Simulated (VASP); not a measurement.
# Sb (P4/mmm) in VASP: single point with PBEsol+D3(BJ)

Aim: the single point of Sb with PBEsol+D3(BJ).

Everything below comes from runs of VASP 6.6.1. Logs are shortened: lines on timing, memory, paths and dates and some standing lists are left out, and cuts for length are marked.

### 1 The cell of the first run

It takes space group P4/mmm (No. 123, tetragonal). Conventional cell: a = 4.123 Å, b = 4.123 Å, c = 5.827 Å, α = 90.00°, β = 90.00°, γ = 90.00°. Sb (site symmetry 4/mmm) has 4 Sb at 4.12 Å within 5.4 Å.

### 2 Single point, PBEsol+D3(BJ)

Input file INCAR:

```
PREC = Accurate
ENCUT = 520
EDIFF = 1E-7
ISMEAR = 0
SIGMA = 0.1
LREAL = False
LASPH = True
NELM = 80
ALGO = Normal
ISIF = 2
LWAVE = False
LCHARG = False
GGA = PS
IVDW = 12
NBANDS = 8
```

Input file KPOINTS:

```
regular mesh
0
Gamma
  4 4 3
```

Input file POSCAR:

```
Sb
1.0
    4.1227010000      0.0000000000      0.0000000000
    0.0000000000      4.1227010000      0.0000000000
    0.0000000000      0.0000000000      5.8267790000
Sb
1
Direct
    0.5000000000      0.5000000000      0.5000000000
```

Potentials or basis: VASP PAW PBE potentials, release 64 (Sb).

The run is started by

```console
$ cat potpaw_PBE.64/Sb/POTCAR > POTCAR
$ mpirun -np 1 vasp_std > vasp.out
```

OUTCAR:

```text
PREC = Accurate
   ENCUT = 520
   EDIFF = 1E-7
   ISMEAR = 0
   LREAL = False
   LASPH = True
   NELM = 80
   ISIF = 2
   GGA = PS
   IVDW = 12
 IVDW          = 12

 ion  position               nearest neighbor table
   1  0.500  0.500  0.500-

  LATTYP: Found a simple tetragonal cell.
 ALAT       =     4.1227010000
 C/A-ratio  =     1.4133401864

  Lattice vectors:

 A1 = (   4.1227010000,   0.0000000000,   0.0000000000)
 A2 = (   0.0000000000,   4.1227010000,   0.0000000000)
 A3 = (   0.0000000000,   0.0000000000,   5.8267790000)

Analysis of symmetry for initial positions (statically):
=====================================================================
 Subroutine PRICEL returns:
 Original cell was already a primitive cell.

 Routine SETGRP: Setting up the symmetry group for a
 simple tetragonal supercell.

 Subroutine GETGRP returns: Found 16 space group operations
 (whereof 16 operations were pure point group operations)
 out of a pool of 16 trial point group operations.

The static configuration has the point symmetry D_4h.

Analysis of symmetry for dynamics (positions and initial velocities):
=====================================================================
 Subroutine PRICEL returns:
 Original cell was already a primitive cell.

 Routine SETGRP: Setting up the symmetry group for a
 simple tetragonal supercell.

 Subroutine GETGRP returns: Found 16 space group operations
 (whereof 16 operations were pure point group operations)
 out of a pool of 16 trial point group operations.

The dynamic configuration has the point symmetry D_4h.

 Subroutine INISYM returns: Found 16 space group operations
 (whereof 16 operations are pure point group operations),
 and found     1 'primitive' translations

----------------------------------------------------------------------------------------

                                     Primitive cell

  volume of cell :      99.0358

  direct lattice vectors                    reciprocal lattice vectors
     4.122701000  0.000000000  0.000000000     0.242559429  0.000000000  0.000000000
     0.000000000  4.122701000  0.000000000     0.000000000  0.242559429  0.000000000
     0.000000000  0.000000000  5.826779000     0.000000000  0.000000000  0.171621405

  length of vectors
     4.122701000  4.122701000  5.826779000     0.242559429  0.242559429  0.171621405

  position of ions in fractional coordinates (direct lattice)
     0.500000000  0.500000000  0.500000000

  ion indices of the primitive-cell ions
   primitive index   ion index
                 1           1

----------------------------------------------------------------------------------------

 KPOINTS: regular mesh

Automatic generation of k-mesh.
 Grid dimensions read from file:
 generate k-points for:    4    4    3

 Generating k-lattice:

  Cartesian coordinates                     Fractional coordinates (reciprocal lattice)
     0.060639857  0.000000000  0.000000000     0.250000000  0.000000000  0.000000000
     0.000000000  0.060639857  0.000000000     0.000000000  0.250000000  0.000000000
     0.000000000  0.000000000  0.057207135     0.000000000  0.000000000  0.333333333

  Length of vectors
     0.060639857  0.060639857  0.057207135

  Shift w.r.t. Gamma in fractional coordinates (k-lattice)
     0.000000000  0.000000000  0.000000000

 Subroutine IBZKPT returns following result:
 ===========================================

 Found     12 irreducible k-points:

 Following reciprocal coordinates:
            Coordinates               Weight
  0.000000  0.000000  0.000000      1.000000
  0.250000  0.000000  0.000000      4.000000
  0.500000  0.000000  0.000000      2.000000
  0.250000  0.250000  0.000000      4.000000
  0.500000  0.250000  0.000000      4.000000
  0.500000  0.500000  0.000000      1.000000
  0.000000  0.000000  0.333333      2.000000
  0.250000  0.000000  0.333333      8.000000
  0.500000  0.000000  0.333333      4.000000
  0.250000  0.250000  0.333333      8.000000
  0.500000  0.250000  0.333333      8.000000
  0.500000  0.500000  0.333333      2.000000
   k-points           NKPTS =     12   k-points in BZ     NKDIM =     12   number of bands    NBANDS=      8
   number of dos      NEDOS =    301   number of ions     NIONS =      1
   total plane-waves  NPLWV =  49152
   dimension x,y,z NGX =    32 NGY =   32 NGZ =   48
   dimension x,y,z NGXF=    64 NGYF=   64 NGZF=   96
   ions per type =               1
   NGX,Y,Z   is equivalent  to a cutoff of  12.90, 12.90, 13.70 a.u.
   NGXF,Y,Z  is equivalent  to a cutoff of  25.81, 25.81, 27.39 a.u.
 SYSTEM =  unknown system
   PREC   = accura    normal or accurate (medium, high low for compatibility)
   ISTART =      0    job   : 0-new  1-cont  2-samecut
   ICHARG =      2    charge: 1-file 2-atom 10-const
   ISPIN  =      1    spin polarized calculation?
   LNONCOLLINEAR =      F non collinear calculations
   LSORBIT =      F    spin-orbit coupling
   LASPH  =      T    aspherical Exc in radial PAW
   ENCUT  =  520.0 eV  38.22 Ry    6.18 a.u.   7.67  7.67 10.83*2*pi/ulx,y,z
   NELM   =     80;   NELMIN=  2; NELMDL= -5     # of ELM steps
   EDIFF  = 0.1E-06   stopping-criterion for ELM
   LREAL  =      F    real-space projection
   EDIFFG = 0.1E-05   stopping-criterion for IOM
   NSW    =      0    number of steps for IOM
   IBRION =     -1    ionic relax: 0-MD 1-quasi-New 2-CG
   NFREE  =      0    steps in history (QN), initial steepest desc. (CG)
   ISIF   =      2    stress and relaxation
   ISYM   =      2    0-nonsym 1-usesym 2-fastsym
   POTIM  = 0.5000    time-step for ionic-motion
   TEBEG  =    0.0;   TEEND  =   0.0 temperature during run
   PSTRESS=    0.0 pullay stress
   NELECT =       5.0000    total number of electrons
   NUPDOWN=      -1.0000    fix difference up-down
   EMIN   =  10.00;   EMAX   =-10.00  energy-range for DOS
   EFERMI =   0.00;   METHOD = LEGACY
   ISMEAR =     0;   SIGMA  =   0.10  broadening in eV -4-tet -1-fermi 0-gaus
   EFERMI_NEDOS =   21; number of points for ismear=-14 and -15
   IALGO  =     38    algorithm
   IMIX   =      4    mixing-type and parameters
     AMIX     =   0.40;   BMIX     =  1.00
     AMIX_MAG =   1.60;   BMIX_MAG =  1.00
  volume/ion in A,a.u.               =      99.04       668.33
  Fermi-wavevector in a.u.,A,eV,Ry     =   0.605063  1.143404  4.981113  0.366102
  Thomas-Fermi vector in A             =   1.658648
   LORBIT       =      0    0 simple, 1 ext, 2 COOP (PROOUT), +10 PAW based schemes
   GGA     = PS    functional components
   LHFCALC =     F    Hartree Fock is set to
   AEXX    =    0.0000 exact exchange contribution
   IVDW    =    12    specifies the selected vdW correction
   LEPSILON=     F    determine dielectric tensor
   LRPA    =     F    only Hartree local field effects (RPA)
 non-spin polarized calculation
 Gauss-broadening in eV      SIGMA  =   0.10
  energy-cutoff  :      520.00
  volume of cell :       99.04
 maximum number of plane-waves:      2701
 NGX is ok and might be reduce to    32
   NGX = 15   NGY = 15   NGZ = 21

 number of electron       4.9999999 magnetization

 Free energy of the ion-electron system (eV)
  ---------------------------------------------------
  ext. energy  EPLUGINS =         0.00000000
  ---------------------------------------------------
  free energy    TOTEN  =        -1.68321304 eV

  energy without entropy =       -1.65660692  energy(sigma->0) =       -1.66990998

 E-fermi :  -1.5774     XC(G=0):  -5.2348

 val. band max:       -1.5970377338   @ k =   0.5000   0.0000   0.3333
 cond. band min:      -1.5236220537   @ k =   0.2500   0.2500   0.0000
 fundamental gap:      0.0734156802
 Fermi energy:        -1.5774341562

 k-point     1 :       0.0000    0.0000    0.0000
  band No.  band energies     occupation
      1     -10.0871      2.00000
      2      -1.8662      1.99996
      3      -0.1193      0.00000
      4      -0.1193      0.00000
      5       2.1993      0.00000
      6       4.4500      0.00000
      7       5.1098      0.00000
      8       8.0910      0.00000

 k-point     2 :       0.2500    0.0000    0.0000
  band No.  band energies     occupation
      1      -9.8764      2.00000
      2      -1.8747      1.99997
      3      -1.6167      1.42169
      4       0.0714      0.00000
      5       2.9060      0.00000
      6       5.1411      0.00000
      7       5.9023      0.00000
      8       6.7488      0.00000

 k-point     3 :       0.5000    0.0000    0.0000
  band No.  band energies     occupation
      1      -9.6321      2.00000
      2      -3.0323      2.00000
      3      -1.3197      0.00027
      4       0.2849      0.00000
      5       4.1115      0.00000
      6       4.6558      0.00000
      7       5.1065      0.00000
      8       5.8708      0.00000

 k-point     4 :       0.2500    0.2500    0.0000
  band No.  band energies     occupation
      1      -9.6698      2.00000
      2      -1.7012      1.92004
      3      -1.5236      0.44665
      4      -1.3786      0.00492
      5       3.5196      0.00000
      6       5.4992      0.00000
      7       5.9910      0.00000
      8       6.8918      0.00000

 k-point     5 :       0.5000    0.2500    0.0000
  band No.  band energies     occupation
      1      -9.4312      2.00000
      2      -2.7539      2.00000
      3      -1.3013      0.00009
      4      -1.0986      0.00000
      5       4.1817      0.00000
      6       4.7370      0.00000
      7       5.1086      0.00000
      8       6.2059      0.00000
[... 45 lines left out ...]
 k-point    10 :       0.2500    0.2500    0.3333
  band No.  band energies     occupation
      1      -9.6559      2.00000
      2      -1.7054      1.92968
      3      -1.6340      1.57586
      4      -1.4939      0.23750
      5       4.0608      0.00000
      6       5.6118      0.00000
      7       5.7968      0.00000
      8       6.2495      0.00000

 k-point    11 :       0.5000    0.2500    0.3333
  band No.  band energies     occupation
      1      -9.4188      2.00000
      2      -2.7122      2.00000
      3      -1.3526      0.00147
      4      -1.2687      0.00001
      5       3.7253      0.00000
      6       4.5418      0.00000
      7       5.5470      0.00000
      8       7.0140      0.00000

 k-point    12 :       0.5000    0.5000    0.3333
  band No.  band energies     occupation
      1      -9.1890      2.00000
      2      -2.3779      2.00000
      3      -2.3779      2.00000
      4      -1.0549      0.00000
      5       3.1458      0.00000
      6       4.7651      0.00000
      7       4.7651      0.00000
      8       6.3173      0.00000

------------------------ aborting loop because EDIFF is reached ----------------------------------------

 Edisp (eV)   -0.14677

 E8    (eV) :    -0.0998

  FORCE on cell =-STRESS in cart. coord.  units (eV):
  Direction    XX          YY          ZZ          XY          YZ          ZX
  --------------------------------------------------------------------------------------
  -------------------------------------------------------------------------------------
  Total      -3.17018    -3.17018    -0.56334     0.00000     0.00000     0.00000
  in kB     -51.28633   -51.28633    -9.11352     0.00000     0.00000     0.00000
  external pressure =      -37.23 kB  Pullay stress =        0.00 kB

 VOLUME and BASIS-vectors are now :
 -----------------------------------------------------------------------------
  energy-cutoff  :      520.00
  volume of cell :       99.04
      direct lattice vectors                 reciprocal lattice vectors
     4.122701000  0.000000000  0.000000000     0.242559429  0.000000000  0.000000000
     0.000000000  4.122701000  0.000000000     0.000000000  0.242559429  0.000000000
     0.000000000  0.000000000  5.826779000     0.000000000  0.000000000  0.171621405

 POSITION                                       TOTAL-FORCE (eV/Angst)
 -----------------------------------------------------------------------------------
      2.06135      2.06135      2.91339         0.000000      0.000000      0.000000
 -----------------------------------------------------------------------------------
    total drift:                                0.000000     -0.000000     -0.000000

  FREE ENERGIE OF THE ION-ELECTRON SYSTEM (eV)
  ---------------------------------------------------
  free  energy   TOTEN  =        -1.8299864685 eV

  energy  without entropy=       -1.8033803558  energy(sigma->0) =       -1.81668341
```

Wall time 9.4 s (1 thread of Intel Xeon Platinum 8488C (Sapphire Rapids), shared host); peak memory 0.2 GiB.

What came out:

- Free energy: -1.8300 eV
- Pressure: -3.7 GPa
- Dispersion energy per atom: -0.147 eV

Stress tensor (GPa, compression positive):
```
-5.13  0.00  0.00
 0.00 -5.13  0.00
 0.00  0.00 -0.91
```

Caveat: the k points lie up to 0.38 Å⁻¹ apart; the PAW data sets were made with another functional, which shifts forces and pressure a little; spin-orbit coupling is left out, which moves the levels of the heavy elements; pairwise dispersion overbinds metals, which lowers pressure and volume.
